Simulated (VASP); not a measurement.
# Pt (Fmmm) in VASP: notebook, part 2 of 2

VASP 6.6.1. The steps go on from the part before.

## Step 3: Single point, LDA (normal strain along x +0.0825, normal strain along z -0.0700)

INCAR reads:

```
SYSTEM = Pt
PREC     = Accurate       ! precision mode
ENCUT    = 520            ! plane-wave cutoff, eV
EDIFF    = 1E-6           ! SCF threshold, eV
ISMEAR   = 0              ! smearing method
SIGMA    = 0.15           ! smearing width, eV
LREAL    = .False.        ! projectors in reciprocal space
LASPH    = .True.         ! aspherical terms in the spheres
NELM     = 100            ! most SCF steps
ALGO     = Fast           ! electronic algorithm
ISIF     = 2              ! what is computed and relaxed
LWAVE    = .False.        ! write WAVECAR
LCHARG   = .True.         ! write CHGCAR
GGA      = CA             ! functional
LELF     = .True.         ! ELF
LVHAR    = .True.       
NBANDS   = 11             ! bands
```

KPOINTS reads:

```
regular mesh
0
Gamma
  20 20 20
  0 0 0
```

POSCAR reads:

```
Pt
1.0
    0.0000000000      1.9468328700      1.8105545691
    2.1074465818      0.0000000000      1.8105545691
    2.1074465818      1.9468328700      0.0000000000
Pt
1
Direct
    0.0000000000      0.0000000000      0.0000000000
```

Potentials or basis: VASP PAW LDA potentials, release 64 (Pt).

Run with:

```console
cat potpaw_LDA.64/Pt/POTCAR > POTCAR
mpirun -np 1 vasp_std > vasp.out
```

OUTCAR:

```text
SYSTEM = Pt
   PREC = Accurate
   ENCUT = 520
   EDIFF = 1E-6
   ISMEAR = 0
   LREAL = .False.
   LASPH = .True.
   NELM = 100
   ISIF = 2
   GGA = CA

 ion  position               nearest neighbor table
   1  0.000  0.000  0.000-

  LATTYP: Found a face centered orthorhombic cell.
 ALAT       =     3.6211091382
 B/A-ratio  =     1.0752688172
 C/A-ratio  =     1.1639784946

  Lattice vectors:

 A1 = (   2.1074465818,  -1.9468328700,   0.0000000000)
 A2 = (   2.1074465818,   0.0000000000,   1.8105545691)
 A3 = (   0.0000000000,  -1.9468328700,   1.8105545691)

Analysis of symmetry for initial positions (statically):
=====================================================================
 Subroutine PRICEL returns:
 Original cell was already a primitive cell.

 Routine SETGRP: Setting up the symmetry group for a
 face centered orthorhombic supercell.

 Subroutine GETGRP returns: Found  8 space group operations
 (whereof  8 operations were pure point group operations)
 out of a pool of  8 trial point group operations.

The static configuration has the point symmetry D_2h.

Analysis of symmetry for dynamics (positions and initial velocities):
=====================================================================
 Subroutine PRICEL returns:
 Original cell was already a primitive cell.

 Routine SETGRP: Setting up the symmetry group for a
 face centered orthorhombic supercell.

 Subroutine GETGRP returns: Found  8 space group operations
 (whereof  8 operations were pure point group operations)
 out of a pool of  8 trial point group operations.

The dynamic configuration has the point symmetry D_2h.

 Subroutine INISYM returns: Found  8 space group operations
 (whereof  8 operations are pure point group operations),
 and found     1 'primitive' translations

----------------------------------------------------------------------------------------

                                     Primitive cell

  volume of cell :      14.8569

  direct lattice vectors                    reciprocal lattice vectors
     0.000000000  1.946832870  1.810554569    -0.237253938  0.256827388  0.276158481
     2.107446582  0.000000000  1.810554569     0.237253938 -0.256827388  0.276158481
     2.107446582  1.946832870  0.000000000     0.237253938  0.256827388 -0.276158481

  length of vectors
     2.658621085  2.778387832  2.869057218     0.445548252  0.445548252  0.445548252

  position of ions in fractional coordinates (direct lattice)
     0.000000000  0.000000000  0.000000000

  ion indices of the primitive-cell ions
   primitive index   ion index
                 1           1

----------------------------------------------------------------------------------------

 KPOINTS: regular mesh

Automatic generation of k-mesh.
 Grid dimensions read from file:
 generate k-points for:   20   20   20

 Generating k-lattice:

  Cartesian coordinates                     Fractional coordinates (reciprocal lattice)
    -0.011862697  0.012841369  0.013807924     0.050000000 -0.000000000 -0.000000000
     0.011862697 -0.012841369  0.013807924     0.000000000  0.050000000  0.000000000
     0.011862697  0.012841369 -0.013807924     0.000000000  0.000000000  0.050000000

  Length of vectors
     0.022277413  0.022277413  0.022277413

  Shift w.r.t. Gamma in fractional coordinates (k-lattice)
     0.000000000  0.000000000  0.000000000

 Subroutine IBZKPT returns following result:
 ===========================================

 Found   1166 irreducible k-points:

 Following reciprocal coordinates:
            Coordinates               Weight
  0.000000  0.000000  0.000000      1.000000
  0.050000  0.000000 -0.000000      8.000000
  0.100000  0.000000  0.000000      8.000000
  0.150000  0.000000  0.000000      8.000000
  0.200000  0.000000  0.000000      8.000000
  0.250000  0.000000  0.000000      8.000000
[... 16 lines left out ...]
 -0.400000  0.050000 -0.000000      8.000000
 -0.350000  0.050000  0.000000      8.000000
 [... further k-points ...]
   k-points           NKPTS =   1166   k-points in BZ     NKDIM =   1166   number of bands    NBANDS=     11
   number of dos      NEDOS =    301   number of ions     NIONS =      1
   total plane-waves  NPLWV =  11520
   dimension x,y,z NGX =    20 NGY =   24 NGZ =   24
   dimension x,y,z NGXF=    40 NGYF=   48 NGZF=   48
   ions per type =               1
   NGX,Y,Z   is equivalent  to a cutoff of  12.51, 14.36, 13.91 a.u.
   NGXF,Y,Z  is equivalent  to a cutoff of  25.01, 28.72, 27.81 a.u.
 SYSTEM =  Pt
   PREC   = accura    normal or accurate (medium, high low for compatibility)
   ISTART =      0    job   : 0-new  1-cont  2-samecut
   ICHARG =      2    charge: 1-file 2-atom 10-const
   ISPIN  =      1    spin polarized calculation?
   LNONCOLLINEAR =      F non collinear calculations
   LSORBIT =      F    spin-orbit coupling
   LASPH  =      T    aspherical Exc in radial PAW
   ENCUT  =  520.0 eV  38.22 Ry    6.18 a.u.   4.94  5.17  5.33*2*pi/ulx,y,z
   NELM   =    100;   NELMIN=  2; NELMDL= -5     # of ELM steps
   EDIFF  = 0.1E-05   stopping-criterion for ELM
   LREAL  =      F    real-space projection
   EDIFFG = 0.1E-04   stopping-criterion for IOM
   NSW    =      0    number of steps for IOM
   IBRION =     -1    ionic relax: 0-MD 1-quasi-New 2-CG
   NFREE  =      0    steps in history (QN), initial steepest desc. (CG)
   ISIF   =      2    stress and relaxation
   ISYM   =      2    0-nonsym 1-usesym 2-fastsym
   POTIM  = 0.5000    time-step for ionic-motion
   TEBEG  =    0.0;   TEEND  =   0.0 temperature during run
   PSTRESS=    0.0 pullay stress
   NELECT =      10.0000    total number of electrons
   NUPDOWN=      -1.0000    fix difference up-down
   EMIN   =  10.00;   EMAX   =-10.00  energy-range for DOS
   EFERMI =   0.00;   METHOD = LEGACY
   ISMEAR =     0;   SIGMA  =   0.15  broadening in eV -4-tet -1-fermi 0-gaus
   EFERMI_NEDOS =   21; number of points for ismear=-14 and -15
   IALGO  =     68    algorithm
   IMIX   =      4    mixing-type and parameters
     AMIX     =   0.40;   BMIX     =  1.00
     AMIX_MAG =   1.60;   BMIX_MAG =  1.00
  volume/ion in A,a.u.               =      14.86       100.26
  Fermi-wavevector in a.u.,A,eV,Ry     =   1.434716  2.711220 28.006360  2.058409
  Thomas-Fermi vector in A             =   2.554094
   LORBIT       =      0    0 simple, 1 ext, 2 COOP (PROOUT), +10 PAW based schemes
   GGA     = CA    functional components
   LHFCALC =     F    Hartree Fock is set to
   AEXX    =    0.0000 exact exchange contribution
   IVDW    =     0    specifies the selected vdW correction
   LEPSILON=     F    determine dielectric tensor
   LRPA    =     F    only Hartree local field effects (RPA)
 non-spin polarized calculation
 RMM-DIIS sequential band-by-band and
 Gauss-broadening in eV      SIGMA  =   0.15
  energy-cutoff  :      520.00
  volume of cell :       14.86
 maximum number of plane-waves:       422
   NGX =  9   NGY = 11   NGZ = 11

 number of electron      10.0000000 magnetization

 Free energy of the ion-electron system (eV)
  ---------------------------------------------------
  ext. energy  EPLUGINS =         0.00000000
  ---------------------------------------------------
  free energy    TOTEN  =        -7.45994618 eV

  energy without entropy =       -7.44218715  energy(sigma->0) =       -7.45106666

 E-fermi :  11.3625     XC(G=0): -13.7700

 val. band max:       11.3604506602   @ k =  -0.2500   0.2500   0.4500
 cond. band min:      11.3628873897   @ k =  -0.2500   0.1500   0.1000
 fundamental gap:      0.0024367294
 Fermi energy:        11.3625423497

 k-point     1 :       0.0000    0.0000    0.0000
  band No.  band energies     occupation
      1       1.0239      2.00000
      2       6.6479      2.00000
      3       7.7445      2.00000
      4       8.4781      2.00000
      5       8.7382      2.00000
      6      10.5842      2.00000
      7      26.3040      0.00000
      8      29.1529      0.00000
      9      30.9663      0.00000
     10      33.2099      0.00000
     11      36.9409      0.00000

 k-point     2 :       0.0500    0.0000   -0.0000
  band No.  band energies     occupation
      1       1.1274      2.00000
      2       6.6768      2.00000
      3       7.7489      2.00000
      4       8.4708      2.00000
      5       8.7382      2.00000
      6      10.5427      2.00000
      7      26.4628      0.00000
      8      29.1889      0.00000
      9      30.8848      0.00000
     10      32.9260      0.00000
     11      37.6277      0.00000
[... 295 lines left out ...]
 k-point    24 :      -0.3500    0.0500    0.0000
  band No.  band energies     occupation
      1       3.9649      2.00000
      2       6.9632      2.00000
      3       8.2499      2.00000
      4       8.6214      2.00000
      5      10.7268      2.00000
      6      11.0683      1.99446
      7      20.9680      0.00000
      8      26.2537      0.00000
      9      31.7931      0.00000
     10      32.4488      0.00000
     11      36.5661      0.00000

 [... further k-points ...]
[... 5 lines left out ...]
  --------------------------------------------------------------------------------------
  -------------------------------------------------------------------------------------
  Total       -0.8484797      0.4754755      0.6117405      0.0000000      0.0000000      0.0000000
  in kB      -91.5008654     51.2757316     65.9706786      0.0000000      0.0000000      0.0000000
  external PRESSURE =       8.5818482 kB  Pullay stress =       0.0000000 kB

 VOLUME and BASIS-vectors are now :
 -----------------------------------------------------------------------------
  energy-cutoff  :      520.00
  volume of cell :       14.86
      direct lattice vectors                 reciprocal lattice vectors
     0.000000000  1.946832870  1.810554569    -0.237253938  0.256827388  0.276158481
     2.107446582  0.000000000  1.810554569     0.237253938 -0.256827388  0.276158481
     2.107446582  1.946832870  0.000000000     0.237253938  0.256827388 -0.276158481

 POSITION                                       TOTAL-FORCE (eV/Angst)
 -----------------------------------------------------------------------------------
      0.00000      0.00000      0.00000         0.000000      0.000000      0.000000
 -----------------------------------------------------------------------------------
    total drift:                                0.000000     -0.000000     -0.000000

  FREE ENERGIE OF THE ION-ELECTRON SYSTEM (eV)
  ---------------------------------------------------
  free  energy   TOTEN  =        -7.4599461817 eV

  energy  without entropy=       -7.4421871481  energy(sigma->0) =       -7.45106666
```

Wall time 79 s (1 thread of Intel Xeon 6975P-C (Granite Rapids), shared host); peak memory 0.29 GiB.

What came out:

| Property | Result |
| --- | --- |
| Free energy | -7.4599 eV |
| Pressure | 0.9 GPa |
| Band gap on the k mesh | zero (band 5 reaches 12.66 eV, above the bottom of band 6 at 9.74 eV) |

Caveat: the cell differs from its parent crystal (normal strain along x +0.0825, normal strain along z -0.0700); spin-orbit coupling is left out, which moves the levels of the heavy elements.

## Step 4: Single point, LDA (normal strain along x -0.0550, normal strain along z +0.0700)

INCAR reads:

```
ALGO     = Fast           # electronic algorithm
EDIFF    = 1E-7           # SCF threshold, eV
ENCUT    = 520            # plane-wave cutoff, eV
ISIF     = 2              # what is computed and relaxed
ISMEAR   = 0              # smearing method
LASPH    = True           # aspherical terms in the spheres
LCHARG   = True           # write CHGCAR
LELF     = True           # ELF
LREAL    = False          # projectors in reciprocal space
LVHAR    = True         
LWAVE    = False          # write WAVECAR
NBANDS   = 11             # bands
NELM     = 60             # most SCF steps
PREC     = Accurate       # precision mode
SIGMA    = 0.15           # smearing width, eV
```

KPOINTS reads:

```
k-points
0
Gamma
  20 20 20
```

POSCAR reads:

```
Pt
1.0
    0.0000000000      1.9468328700      2.0831111709
    1.8397570622      0.0000000000      2.0831111709
    1.8397570622      1.9468328700      0.0000000000
Pt
1
Direct
    0.0000000000      0.0000000000      0.0000000000
```

Potentials or basis: VASP PAW LDA potentials, release 64 (Pt).

Run with:

```console
cat potpaw_LDA.64/Pt/POTCAR > POTCAR
mpirun -np 1 vasp_std > vasp.out
```

OUTCAR:

```text
EDIFF = 1E-7
   ENCUT = 520
   ISIF = 2
   ISMEAR = 0
   LASPH = True
   LREAL = False
   NELM = 60
   PREC = Accurate

 ion  position               nearest neighbor table
   1  0.000  0.000  0.000-

  LATTYP: Found a face centered orthorhombic cell.
 ALAT       =     3.6795141244
 B/A-ratio  =     1.0582010582
 C/A-ratio  =     1.1322751322

  Lattice vectors:

 A1 = (   0.0000000000,   1.9468328700,   2.0831111709)
 A2 = (   1.8397570622,   0.0000000000,   2.0831111709)
 A3 = (   1.8397570622,   1.9468328700,   0.0000000000)

Analysis of symmetry for initial positions (statically):
=====================================================================
 Subroutine PRICEL returns:
 Original cell was already a primitive cell.

 Routine SETGRP: Setting up the symmetry group for a
 face centered orthorhombic supercell.

 Subroutine GETGRP returns: Found  8 space group operations
 (whereof  8 operations were pure point group operations)
 out of a pool of  8 trial point group operations.

The static configuration has the point symmetry D_2h.

Analysis of symmetry for dynamics (positions and initial velocities):
[... 163 lines left out ...]
 fundamental gap:      0.0053761249
 Fermi energy:        11.2999554522

 k-point     1 :       0.0000    0.0000    0.0000
  band No.  band energies     occupation
      1       0.9852      2.00000
      2       6.7270      2.00000
      3       7.6376      2.00000
      4       8.2292      2.00000
      5       8.8622      2.00000
      6      10.3840      2.00000
      7      26.1335      0.00000
      8      29.3617      0.00000
      9      30.9426      0.00000
     10      32.6327      0.00000
     11      36.6891      0.00000
[... 309 lines left out ...]
 k-point    24 :      -0.3500    0.0500    0.0000
  band No.  band energies     occupation
      1       3.9359      2.00000
      2       6.9510      2.00000
      3       8.2569      2.00000
      4       8.4884      2.00000
      5      10.4967      2.00000
      6      11.3833      0.43184
      7      20.4610      0.00000
      8      26.0888      0.00000
      9      30.5605      0.00000
     10      33.4297      0.00000
     11      35.7649      0.00000

 [... further k-points ...]
[... 5 lines left out ...]
  --------------------------------------------------------------------------------------
  -------------------------------------------------------------------------------------
  Total        0.3460671      0.1928437     -0.8393757     -0.0000000      0.0000000      0.0000000
  in kB       37.1568900     20.7054437    -90.1229487     -0.0000000      0.0000000      0.0000000
  external PRESSURE =     -10.7535383 kB  Pullay stress =       0.0000000 kB

 VOLUME and BASIS-vectors are now :
 -----------------------------------------------------------------------------
  energy-cutoff  :      520.00
  volume of cell :       14.92
      direct lattice vectors                 reciprocal lattice vectors
     0.000000000  1.946832870  2.083111171    -0.271775013  0.256827388  0.240025596
     1.839757062  0.000000000  2.083111171     0.271775013 -0.256827388  0.240025596
     1.839757062  1.946832870  0.000000000     0.271775013  0.256827388 -0.240025596

 POSITION                                       TOTAL-FORCE (eV/Angst)
 -----------------------------------------------------------------------------------
      0.00000      0.00000      0.00000         0.000000      0.000000      0.000000
 -----------------------------------------------------------------------------------
    total drift:                               -0.000000      0.000000     -0.000000

  FREE ENERGIE OF THE ION-ELECTRON SYSTEM (eV)
  ---------------------------------------------------
  free  energy   TOTEN  =        -7.4774151994 eV

  energy  without entropy=       -7.4586051842  energy(sigma->0) =       -7.46801019
```

Wall time 68 s (1 thread of Intel Xeon 6975P-C (Granite Rapids), shared host); peak memory 0.3 GiB.

What came out:

| Item | Value |
| --- | --- |
| Free energy | -7.4774 eV |
| Pressure | -1.1 GPa |
| Band gap on the k mesh | zero (band 5 reaches 12.44 eV, above the bottom of band 6 at 9.67 eV) |

Levels at points of the mesh, in eV from the Fermi level:
```
           k point  band 1  band 2  band 3  band 4  band 5  band 6  band 7  band 8  band 9  band 10
(0.00, 0.00, 0.00)  -10.31   -4.57   -3.66   -3.07   -2.44   -0.92   14.83   18.06   19.64    21.33
(0.50, 0.00, 0.00)   -7.41   -4.50   -3.23   -0.44   -0.21    0.38    6.06   13.91   18.28    20.27
(0.50, 0.50, 0.00)   -7.29   -6.72    0.14    0.28    0.64    0.67    7.43   12.40   12.88    21.43
(0.50, 0.00, 0.50)   -7.17   -6.58   -0.15   -0.11    1.14    1.88    9.24   11.06   11.92    20.77
(0.00, 0.50, 0.50)   -7.08   -6.69    0.00    0.15    0.98    3.06   10.20   10.59   10.66    19.72
```

Caveat: the cell differs from its parent crystal (normal strain along x -0.0550, normal strain along z +0.0700); spin-orbit coupling is left out, which moves the levels of the heavy elements.

## Step 5: Overview

```tsv
cell	further INCAR settings	gap on the mesh (eV)	pressure (GPa)
a = 2.682, b = 2.761, c = 2.830 Å, angles 57.3, 60.0, 62.6°, 1 atom	ALGO = Fast; EDIFF = 1e-06; NBANDS = 11	none	2.1
a = 2.659, b = 2.778, c = 2.869 Å, angles 56.1, 60.2, 63.7°, 1 atom	ALGO = Fast; EDIFF = 1e-06; NBANDS = 11	none	0.9
a = 2.851, b = 2.779, c = 2.679 Å, angles 63.0, 60.2, 56.8°, 1 atom	ALGO = Fast; EDIFF = 1e-07; NBANDS = 11	none	-1.1
```

Alike in all rows: task single point; level LDA; potentials or basis VASP PAW LDA potentials, release 64 (Pt); no spin polarisation; k mesh 20 × 20 × 20; cutoff (eV) 520; smearing gaussian 0.15 eV.

Caveats: spin-orbit coupling is left out, which moves the levels of the heavy elements.

Absolute energies hang on the potentials; compare differences alone.
